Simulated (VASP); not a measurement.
# Ga4Sb3As (P-43m) in VASP: a series of runs

The runs below take Ga4Sb3As through single point, relaxation of cell and atoms, with PBE.

Program: VASP 6.6.1. These are calculated values, not measurements. Logs are shortened: lines on timing, memory, paths and dates and some standing lists are left out, and cuts for length are marked.

## Step 1: The cell of the first run

It takes space group P-43m (No. 215, cubic). Conventional cell: a = 6.099 Å, b = 6.099 Å, c = 6.099 Å, α = 90.00°, β = 90.00°, γ = 90.00°. Within 3.4 Å of Ga (site symmetry 3m) lie 1 As at 2.55 Å and 3 Sb at 2.67 Å. Sb (site symmetry -42m) has 4 Ga at 2.67 Å within 3.5 Å. Within 3.4 Å of As (site symmetry -43m) lie 4 Ga at 2.55 Å.

## Step 2: Single point, PBE

INCAR reads:

```
SYSTEM = Ga4Sb3As
PREC     = Accurate       ! precision mode
ENCUT    = 520            ! plane-wave cutoff, eV
EDIFF    = 1E-6           ! SCF threshold, eV
ISMEAR   = 0              ! smearing method
SIGMA    = 0.1            ! smearing width, eV
LREAL    = .False.        ! projectors in reciprocal space
LASPH    = .True.         ! aspherical terms in the spheres
NELM     = 100            ! most SCF steps
ALGO     = Normal         ! electronic algorithm
ISIF     = 2              ! what is computed and relaxed
LWAVE    = .False.        ! write WAVECAR
LCHARG   = .False.        ! write CHGCAR
GGA      = PE             ! functional
NBANDS   = 46             ! bands
```

KPOINTS reads:

```
Automatic mesh
0
Gamma
  6 6 6
  0 0 0
```

POSCAR reads:

```
Ga4Sb3As
1.0
    6.0994020946      0.0000000000      0.0000000000
    0.0000000000      6.0994020946      0.0000000000
    0.0000000000      0.0000000000      6.0994020946
Ga Sb As
4 3 1
Direct
    0.7587978435      0.7587978435      0.7587978435
    0.7587978435      0.2412021565      0.2412021565
    0.2412021565      0.7587978435      0.2412021565
    0.2412021565      0.2412021565      0.7587978435
    0.5000000000      0.5000000000      0.0000000000
    0.5000000000      0.0000000000      0.5000000000
    0.0000000000      0.5000000000      0.5000000000
    0.0000000000      0.0000000000      0.0000000000
```

Potentials or basis: VASP PAW PBE potentials, release 64 (Ga_d, Sb, As).

Command:

```bash
> cat potpaw_PBE.64/Ga_d/POTCAR potpaw_PBE.64/Sb/POTCAR potpaw_PBE.64/As/POTCAR > POTCAR
> mpirun -np 1 vasp_std > vasp.out
```

OUTCAR:

```text
SYSTEM = Ga4Sb3As
   PREC = Accurate
   ENCUT = 520
   EDIFF = 1E-6
   ISMEAR = 0
   LREAL = .False.
   LASPH = .True.
   NELM = 100
   ISIF = 2
   GGA = PE

 ion  position               nearest neighbor table
   1  0.759  0.759  0.759-   8 2.55   6 2.67   7 2.67   5 2.67
   2  0.759  0.241  0.241-   8 2.55   6 2.67   7 2.67   5 2.67
   3  0.241  0.759  0.241-   8 2.55   6 2.67   7 2.67   5 2.67
   4  0.241  0.241  0.759-   8 2.55   6 2.67   7 2.67   5 2.67
   5  0.500  0.500  0.000-   1 2.67   2 2.67   3 2.67   4 2.67
   6  0.500  0.000  0.500-   1 2.67   2 2.67   3 2.67   4 2.67
   7  0.000  0.500  0.500-   1 2.67   2 2.67   3 2.67   4 2.67
   8  0.000  0.000  0.000-   1 2.55   2 2.55   3 2.55   4 2.55

  LATTYP: Found a simple cubic cell.
 ALAT       =     6.0994020946

  Lattice vectors:

 A1 = (   6.0994020946,   0.0000000000,   0.0000000000)
 A2 = (   0.0000000000,   6.0994020946,   0.0000000000)
 A3 = (   0.0000000000,   0.0000000000,   6.0994020946)

Analysis of symmetry for initial positions (statically):
=====================================================================
 Subroutine PRICEL returns:
 Original cell was already a primitive cell.

 Routine SETGRP: Setting up the symmetry group for a
 simple cubic supercell.

 Subroutine GETGRP returns: Found 24 space group operations
 (whereof 24 operations were pure point group operations)
 out of a pool of 48 trial point group operations.

The static configuration has the point symmetry T_d .

Analysis of symmetry for dynamics (positions and initial velocities):
=====================================================================
 Subroutine PRICEL returns:
 Original cell was already a primitive cell.

 Routine SETGRP: Setting up the symmetry group for a
 simple cubic supercell.

 Subroutine GETGRP returns: Found 24 space group operations
 (whereof 24 operations were pure point group operations)
 out of a pool of 48 trial point group operations.

The dynamic configuration has the point symmetry T_d .

 Subroutine INISYM returns: Found 24 space group operations
 (whereof 24 operations are pure point group operations),
 and found     1 'primitive' translations

----------------------------------------------------------------------------------------

                                     Primitive cell

  volume of cell :     226.9143

  direct lattice vectors                    reciprocal lattice vectors
     6.099402095  0.000000000  0.000000000     0.163950496  0.000000000  0.000000000
     0.000000000  6.099402095  0.000000000     0.000000000  0.163950496  0.000000000
     0.000000000  0.000000000  6.099402095     0.000000000  0.000000000  0.163950496

  length of vectors
     6.099402095  6.099402095  6.099402095     0.163950496  0.163950496  0.163950496

  position of ions in fractional coordinates (direct lattice)
     0.758797843  0.758797843  0.758797843
     0.758797843  0.241202157  0.241202157
     0.241202157  0.758797843  0.241202157
     0.241202157  0.241202157  0.758797843
     0.500000000  0.500000000  0.000000000
     0.500000000  0.000000000  0.500000000
     0.000000000  0.500000000  0.500000000
     0.000000000  0.000000000  0.000000000

  ion indices of the primitive-cell ions
   primitive index   ion index
                 1           1
                 2           2
                 3           3
                 4           4
                 5           5
                 6           6
                 7           7
                 8           8

----------------------------------------------------------------------------------------

 KPOINTS: Automatic mesh

Automatic generation of k-mesh.
 Grid dimensions read from file:
 generate k-points for:    6    6    6

 Generating k-lattice:

  Cartesian coordinates                     Fractional coordinates (reciprocal lattice)
     0.027325083  0.000000000  0.000000000     0.166666667  0.000000000  0.000000000
     0.000000000  0.027325083  0.000000000     0.000000000  0.166666667  0.000000000
     0.000000000  0.000000000  0.027325083     0.000000000  0.000000000  0.166666667

  Length of vectors
     0.027325083  0.027325083  0.027325083

  Shift w.r.t. Gamma in fractional coordinates (k-lattice)
     0.000000000  0.000000000  0.000000000

 Subroutine IBZKPT returns following result:
 ===========================================

 Found     20 irreducible k-points:

 Following reciprocal coordinates:
            Coordinates               Weight
  0.000000  0.000000  0.000000      1.000000
  0.166667  0.000000  0.000000      6.000000
  0.333333  0.000000  0.000000      6.000000
  0.500000  0.000000  0.000000      3.000000
  0.166667  0.166667  0.000000     12.000000
  0.333333  0.166667  0.000000     24.000000
[... 12 lines left out ...]
  0.500000  0.500000  0.333333      6.000000
  0.500000  0.500000  0.500000      1.000000
   k-points           NKPTS =     20   k-points in BZ     NKDIM =     20   number of bands    NBANDS=     46
   number of dos      NEDOS =    301   number of ions     NIONS =      8
   total plane-waves  NPLWV = 110592
   dimension x,y,z NGX =    48 NGY =   48 NGZ =   48
   dimension x,y,z NGXF=    96 NGYF=   96 NGZF=   96
   ions per type =               4   3   1
   NGX,Y,Z   is equivalent  to a cutoff of  13.08, 13.08, 13.08 a.u.
   NGXF,Y,Z  is equivalent  to a cutoff of  26.17, 26.17, 26.17 a.u.
 SYSTEM =  Ga4Sb3As
   PREC   = accura    normal or accurate (medium, high low for compatibility)
   ISTART =      0    job   : 0-new  1-cont  2-samecut
   ICHARG =      2    charge: 1-file 2-atom 10-const
   ISPIN  =      1    spin polarized calculation?
   LNONCOLLINEAR =      F non collinear calculations
   LSORBIT =      F    spin-orbit coupling
   LASPH  =      T    aspherical Exc in radial PAW
   ENCUT  =  520.0 eV  38.22 Ry    6.18 a.u.  11.34 11.34 11.34*2*pi/ulx,y,z
   NELM   =    100;   NELMIN=  2; NELMDL= -5     # of ELM steps
   EDIFF  = 0.1E-05   stopping-criterion for ELM
   LREAL  =      F    real-space projection
   EDIFFG = 0.1E-04   stopping-criterion for IOM
   NSW    =      0    number of steps for IOM
   IBRION =     -1    ionic relax: 0-MD 1-quasi-New 2-CG
   NFREE  =      0    steps in history (QN), initial steepest desc. (CG)
   ISIF   =      2    stress and relaxation
   ISYM   =      2    0-nonsym 1-usesym 2-fastsym
   POTIM  = 0.5000    time-step for ionic-motion
   TEBEG  =    0.0;   TEEND  =   0.0 temperature during run
   PSTRESS=    0.0 pullay stress
   NELECT =      72.0000    total number of electrons
   NUPDOWN=      -1.0000    fix difference up-down
   EMIN   =  10.00;   EMAX   =-10.00  energy-range for DOS
   EFERMI =   0.00;   METHOD = LEGACY
   ISMEAR =     0;   SIGMA  =   0.10  broadening in eV -4-tet -1-fermi 0-gaus
   EFERMI_NEDOS =   21; number of points for ismear=-14 and -15
   IALGO  =     38    algorithm
   IMIX   =      4    mixing-type and parameters
     AMIX     =   0.40;   BMIX     =  1.00
     AMIX_MAG =   1.60;   BMIX_MAG =  1.00
  volume/ion in A,a.u.               =      28.36       191.41
  Fermi-wavevector in a.u.,A,eV,Ry     =   1.116602  2.110072 16.963744  1.246800
  Thomas-Fermi vector in A             =   2.253217
   LORBIT       =      0    0 simple, 1 ext, 2 COOP (PROOUT), +10 PAW based schemes
   GGA     = PE    functional components
   LHFCALC =     F    Hartree Fock is set to
   AEXX    =    0.0000 exact exchange contribution
   IVDW    =     0    specifies the selected vdW correction
   LEPSILON=     F    determine dielectric tensor
   LRPA    =     F    only Hartree local field effects (RPA)
 non-spin polarized calculation
 Gauss-broadening in eV      SIGMA  =   0.10
  energy-cutoff  :      520.00
  volume of cell :      226.91
 maximum number of plane-waves:      6152
 NGX is ok and might be reduce to    48
   NGX = 23   NGY = 23   NGZ = 23

 number of electron      72.0000039 magnetization

 Free energy of the ion-electron system (eV)
  ---------------------------------------------------
  ext. energy  EPLUGINS =         0.00000000
  ---------------------------------------------------
  free energy    TOTEN  =       -30.22666737 eV

  energy without entropy =      -30.22513536  energy(sigma->0) =      -30.22590137

 E-fermi :   4.2608     XC(G=0):  -9.0044

 val. band max:        4.2584014582   @ k =   0.0000   0.0000   0.0000
 cond. band min:       4.7079002014   @ k =   0.5000   0.5000   0.3333
 fundamental gap:      0.4494987432
 Fermi energy:         4.2608084078

 k-point     1 :       0.0000    0.0000    0.0000
  band No.  band energies     occupation
      1     -10.7422      2.00000
      2     -10.7223      2.00000
      3     -10.7223      2.00000
      4     -10.6799      2.00000
      5     -10.6799      2.00000
      6     -10.6799      2.00000
[... 38 lines left out ...]
     45       7.2368      0.00000
     46       7.2368      0.00000

 k-point     2 :       0.1667    0.0000    0.0000
  band No.  band energies     occupation
      1     -10.7406      2.00000
      2     -10.7204      2.00000
      3     -10.7200      2.00000
      4     -10.6832      2.00000
      5     -10.6783      2.00000
      6     -10.6783      2.00000
[... 38 lines left out ...]
     45       7.6749      0.00000
     46       7.6749      0.00000

 k-point     3 :       0.3333    0.0000    0.0000
  band No.  band energies     occupation
      1     -10.7372      2.00000
      2     -10.7161      2.00000
      3     -10.7136      2.00000
      4     -10.6917      2.00000
      5     -10.6743      2.00000
      6     -10.6743      2.00000
[... 822 lines left out ...]
     45       8.1944      0.00000
     46       8.3821      0.00000

 k-point    20 :       0.5000    0.5000    0.5000
  band No.  band energies     occupation
      1     -10.7300      2.00000
      2     -10.7043      2.00000
      3     -10.7043      2.00000
      4     -10.7043      2.00000
      5     -10.6721      2.00000
      6     -10.6721      2.00000
[... 38 lines left out ...]
     45       8.2074      0.00000
     46       8.2554      0.00000

------------------------ aborting loop because EDIFF is reached ----------------------------------------

  FORCE on cell =-STRESS in cart. coord.  units (eV):
  Direction    XX          YY          ZZ          XY          YZ          ZX
  --------------------------------------------------------------------------------------
  -------------------------------------------------------------------------------------
  Total        0.1499974      0.1499974      0.1499974      0.0000000     -0.0000000     -0.0000000
  in kB        1.0590889      1.0590889      1.0590889      0.0000000     -0.0000000     -0.0000000
  external PRESSURE =       1.0590889 kB  Pullay stress =       0.0000000 kB

 VOLUME and BASIS-vectors are now :
 -----------------------------------------------------------------------------
  energy-cutoff  :      520.00
  volume of cell :      226.91
      direct lattice vectors                 reciprocal lattice vectors
     6.099402095  0.000000000  0.000000000     0.163950496  0.000000000  0.000000000
     0.000000000  6.099402095  0.000000000     0.000000000  0.163950496  0.000000000
     0.000000000  0.000000000  6.099402095     0.000000000  0.000000000  0.163950496

 POSITION                                       TOTAL-FORCE (eV/Angst)
 -----------------------------------------------------------------------------------
      4.62821      4.62821      4.62821        -0.003292     -0.003292     -0.003292
      4.62821      1.47119      1.47119        -0.003292      0.003292      0.003292
      1.47119      4.62821      1.47119         0.003292     -0.003292      0.003292
      1.47119      1.47119      4.62821         0.003292      0.003292     -0.003292
      3.04970      3.04970      0.00000        -0.000000      0.000000     -0.000000
      3.04970      0.00000      3.04970        -0.000000      0.000000     -0.000000
      0.00000      3.04970      3.04970        -0.000000      0.000000     -0.000000
      0.00000      0.00000      0.00000        -0.000000      0.000000     -0.000000
 -----------------------------------------------------------------------------------
    total drift:                                0.000000      0.000000      0.000000

  FREE ENERGIE OF THE ION-ELECTRON SYSTEM (eV)
  ---------------------------------------------------
  free  energy   TOTEN  =       -30.2266673686 eV

  energy  without entropy=      -30.2251353635  energy(sigma->0) =      -30.22590137
```

Wall time 5.8 min (1 thread of Intel Xeon 8259CL, shared host); peak memory 0.43 GiB.

What came out:

- Free energy: -30.2267 eV
- Pressure: 0.1 GPa
- Largest force: 0.006 eV/Å
- Band gap on the k mesh: zero (bands 36 and 37 overlap by 0.19 eV)

Forces on the atoms (eV/Å):
```
Ga  -0.003 -0.003 -0.003
Ga  -0.003  0.003  0.003
Ga   0.003 -0.003  0.003
Ga   0.003  0.003 -0.003
Sb   0.000  0.000  0.000
Sb   0.000  0.000  0.000
Sb   0.000  0.000  0.000
As   0.000  0.000  0.000
```

Caveat: semilocal functionals underestimate gaps, and a narrow one can read as zero; spin-orbit coupling is left out, which moves the levels of the heavy elements.

## Step 3: Relaxation of cell and atoms, PBE

This run uses another cell than the first one, of 23.54 Å³/atom.

INCAR reads:

```
SYSTEM = Ga4Sb3As
  PREC = Accurate
  ENCUT = 600
  EDIFF = 1E-7
  ISMEAR = 0
  SIGMA = 0.1
  LREAL = .FALSE.
  LASPH = .TRUE.
  NELM = 80
  ALGO = Normal
  ISIF = 3
  LWAVE = .FALSE.
  LCHARG = .FALSE.
  GGA = PE
  IBRION = 2
  NSW = 90
  EDIFFG = -0.04
```

KPOINTS reads:

```
regular mesh
0
G
  4 4 4
  0 0 0
```

POSCAR reads:

```
Ga4Sb3As
1.0
    5.7322454400      0.0000000000      0.0000000000
    0.0000000000      5.7322454400      0.0000000000
    0.0000000000      0.0000000000      5.7322454400
Ga Sb As
4 3 1
Direct
    0.7500000000      0.7500000000      0.7500000000
    0.7500000000      0.2500000000      0.2500000000
    0.2500000000      0.7500000000      0.2500000000
    0.2500000000      0.2500000000      0.7500000000
    0.5000000000      0.5000000000      0.0000000000
    0.5000000000      0.0000000000      0.5000000000
    0.0000000000      0.5000000000      0.5000000000
    0.0000000000      0.0000000000      0.0000000000
```

Potentials or basis: VASP PAW PBE potentials, release 64 (Ga_d, Sb, As).

Command:

```bash
> cat potpaw_PBE.64/Ga_d/POTCAR potpaw_PBE.64/Sb/POTCAR potpaw_PBE.64/As/POTCAR > POTCAR
> mpirun -np 1 vasp_std > vasp.out
```

Wall time 16 min (1 thread of Intel Xeon 8259CL, shared host); peak memory 0.4 GiB.

The run converged. Its results:

```
Free energy                           : -30.2006 eV
Relaxed volume                        : 28.47 Å³/atom
Relaxed cell                          : a = 6.107 Å, b = 6.107 Å, c = 6.107 Å, α = 90.00°, β = 90.00°, γ = 90.00°
Space group after relaxing (to 0.1 Å) : P-43m (No. 215)
Energy gained by relaxing             : 212.6 meV/atom
Ionic steps                           : 6
Pressure after relaxing               : 0.0 GPa
Band gap on the k mesh                : zero (bands 36 and 37 overlap by 0.19 eV)
```

The path:
```tsv
step	energy change (eV)	largest force (eV/Å)	pressure (GPa)	volume (Å³)
1	0.0000	1.3280	14.66	188.35
2	-1.3449	0.1366	-3.93	253.40
3	-1.6604	0.4200	-0.16	229.14
4	-1.6604	0.4075	-0.34	230.01
5	-1.6870	0.2433	-0.23	229.10
6	-1.7008	0.0254	0.00	227.73
```

Final structure:
```yaml
crystal:
  lattice:
    - [6.10673, 0.00000, 0.00000]
    - [0.00000, 6.10673, 0.00000]
    - [0.00000, 0.00000, 6.10673]
  atoms:
    - { symbol: Ga, position: [0.75903, 0.75903, 0.75903] }
    - { symbol: Ga, position: [0.75903, 0.24097, 0.24097] }
    - { symbol: Ga, position: [0.24097, 0.75903, 0.24097] }
    - { symbol: Ga, position: [0.24097, 0.24097, 0.75903] }
    - { symbol: Sb, position: [0.50000, 0.50000, 0.00000] }
    - { symbol: Sb, position: [0.50000, 0.00000, 0.50000] }
    - { symbol: Sb, position: [0.00000, 0.50000, 0.50000] }
    - { symbol: As, position: [0.00000, 0.00000, 0.00000] }
```

Levels at points of the mesh, in eV from the Fermi level:
| k point | band 33 | band 34 | band 35 | band 36 | band 37 | band 38 | band 39 | band 40 |
| --- | --- | --- | --- | --- | --- | --- | --- | --- |
| (0.00, 0.00, 0.00) | -2.34 | -0.34 | 0.03 | 0.03 | 0.03 | 1.09 | 1.09 | 1.09 |
| (0.50, 0.00, 0.00) | -1.74 | -1.74 | -1.34 | -1.34 | 1.31 | 1.54 | 2.55 | 2.82 |
| (0.50, 0.50, 0.00) | -1.35 | -1.35 | -1.03 | -0.82 | 1.71 | 1.88 | 2.27 | 2.27 |
| (0.50, 0.50, 0.50) | -0.93 | -0.93 | -0.75 | -0.75 | -0.16 | 0.60 | 0.60 | 0.60 |

Caveat: the volume moved by over 15 % at a fixed basis, so the end points are rough; semilocal functionals underestimate gaps, and a narrow one can read as zero; spin-orbit coupling is left out, which moves the levels of the heavy elements.

The gap in the log of VASP goes by the Fermi energy; the results here count the filled bands.